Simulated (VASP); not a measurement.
Input of a VASP 6.6.1 run:

INCAR

```
SYSTEM = InP
PREC = Accurate
ENCUT = 520
EDIFF = 1E-6
ISMEAR = 0
SIGMA = 0.1
LREAL = .FALSE.
LASPH = .TRUE.
NELM = 60
ALGO = Normal
ISIF = 2
LWAVE = .FALSE.
LCHARG = .FALSE.
GGA = PE
NBANDS = 26
```

KPOINTS

```
regular mesh
0
G
  6 6 4
  0 0 0
```

POSCAR

```
InP
1.0
    4.2283177898      0.0000000000      0.0000000000
   -2.1141588949      3.6618306213      0.0000000000
    0.0000000000      0.0000000000      5.8313852560
In P
2 2
Direct
    0.3333333333      0.6666666667      0.2500000000
    0.6666666667      0.3333333333      0.7500000000
    0.0000000000      0.0000000000      0.0000000000
    0.0000000000      0.0000000000      0.5000000000
```

Potentials or basis: VASP PAW PBE potentials, release 64 (In_d, P).

The run is started by

```sh
$ cat potpaw_PBE.64/In_d/POTCAR potpaw_PBE.64/P/POTCAR > POTCAR
$ mpirun -np 1 vasp_std > vasp.out
```

**Question.** Predict the band gap on the k mesh.

**Answer.** Zero (bands 18 and 19 overlap by 1.57 eV).

**Question.** Estimate the pressure.

**Answer.** 0.0 GPa.

Caveat: spin-orbit coupling is left out, which moves the levels of the heavy elements.
